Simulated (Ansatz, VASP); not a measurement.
**One calculation of C, two programs**

INCAR

```
SYSTEM = C
PREC     = Accurate       ! precision mode
ENCUT    = 520            ! plane-wave cutoff, eV
EDIFF    = 1E-7           ! SCF threshold, eV
ISMEAR   = 0              ! smearing method
SIGMA    = 0.05           ! smearing width, eV
LREAL    = .False.        ! projectors in reciprocal space
LASPH    = .True.         ! aspherical terms in the spheres
NELM     = 60             ! most SCF steps
ALGO     = Normal         ! electronic algorithm
ISIF     = 2              ! what is computed and relaxed
LWAVE    = .False.        ! write WAVECAR
LCHARG   = .True.         ! write CHGCAR
GGA      = PE             ! functional
LELF     = .True.         ! ELF
LVHAR    = .True.       
NBANDS   = 11             ! bands
```

File KPOINTS:

```
regular mesh
0
Gamma
  8 8 8
  0 0 0
```

File POSCAR:

```
C
1.0
    0.0000000000      1.7801241426      1.7801241426
    1.7801241426      0.0000000000      1.7801241426
    1.7801241426      1.7801241426      0.0000000000
C
2
Direct
    0.0000000000      0.0000000000      0.0000000000
    0.2500000000      0.2500000000      0.2500000000
```

Input for Ansatz:

```yaml
crystal:
  lattice:
    - [0.0, 1.7801241426, 1.7801241426]
    - [1.7801241426, 0.0, 1.7801241426]
    - [1.7801241426, 1.7801241426, 0.0]
  atoms:
    - { symbol: C, position: [0.0, 0.0, 0.0] }
    - { symbol: C, position: [0.25, 0.25, 0.25] }
kpoints:
  mp_grid: { grid: [8, 8, 8] }
hamiltonian:
  xc: pbe
scf:
  occupations: { method: gaussian, width: 0.05 }
  n_extra_bands: 4
output:
  forces: true
  stress: true
  eigenvalues: true
```

Alike in both runs: task single point; functional PBE; k mesh 8 × 8 × 8; occupations gaussian, width 0.05 eV; no spin polarisation.

|  | VASP | Ansatz |
| --- | --- | --- |
| version | VASP 6.6.1 | Ansatz 0.2.0 |
| potentials or method | VASP PAW PBE potentials, release 64 (C) | plane waves |
| plane-wave cutoff (eV) | 520 | 420 |
| valence electrons in the cell | 8 | 8 |

Ansatz gave:

```
gap on the k mesh at the Fermi level (eV) : 4.15
pressure (GPa)                            : 4.2
```

What did VASP give for the same quantities?

gap on the k mesh at the Fermi level (eV): 4.14; pressure (GPa): 4.9.
